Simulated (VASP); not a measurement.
Here is a VASP 6.6.1 calculation.

File INCAR:

```
SYSTEM = BaTiO3
ALGO = Normal ; EDIFF = 1E-6
ENCUT = 520 ; GGA = PS
ISIF = 2 ; ISMEAR = -1
LASPH = .True. ; LCHARG = .False.
LREAL = .False. ; LWAVE = .False.
NBANDS = 28 ; NELM = 100
PREC = Accurate ; SIGMA = 0.02
```

The input KPOINTS:

```
k-points
0
Gamma
  6 6 6
  0 0 0
```

Contents of POSCAR:

```
BaTiO3
1.0
    3.9552727532      0.0000000000      0.0000000000
    0.0000000000      3.9552727532      0.0000000000
    0.0000000000      0.0000000000      4.0449533912
Ba Ti O
1 1 3
Direct
    0.5000000000      0.5000000000      0.5826549218
    0.0000000000      0.0000000000      0.0977935821
    0.0000000000      0.5000000000      0.0634374117
    0.5000000000      0.0000000000      0.0634374117
    0.0000000000      0.0000000000      0.5526736627
```

Potentials or basis: VASP PAW PBE potentials, release 64 (Ba_sv, Ti_sv, O).

Command:

```sh
$ cat potpaw_PBE.64/Ba_sv/POTCAR potpaw_PBE.64/Ti_sv/POTCAR potpaw_PBE.64/O/POTCAR > POTCAR
$ mpirun -np 1 vasp_std > vasp.out
```

Q: Estimate the band gap on the k mesh.

A: 1.78 eV, indirect (least direct gap 2.19 eV).

Q: Predict the largest force.

A: 0.054 eV/Å.

Forces in eV/Å, atoms in the order of the input:
```
Ba   0.000  0.000 -0.038
Ti   0.000  0.000 -0.050
O    0.000  0.000  0.017
O    0.000  0.000  0.017
O    0.000  0.000  0.054
```

Caveat: the PAW data sets were made with another functional, which shifts forces and pressure a little; spin-orbit coupling is left out, which moves the levels of the heavy elements. A k mesh can miss the band edges.
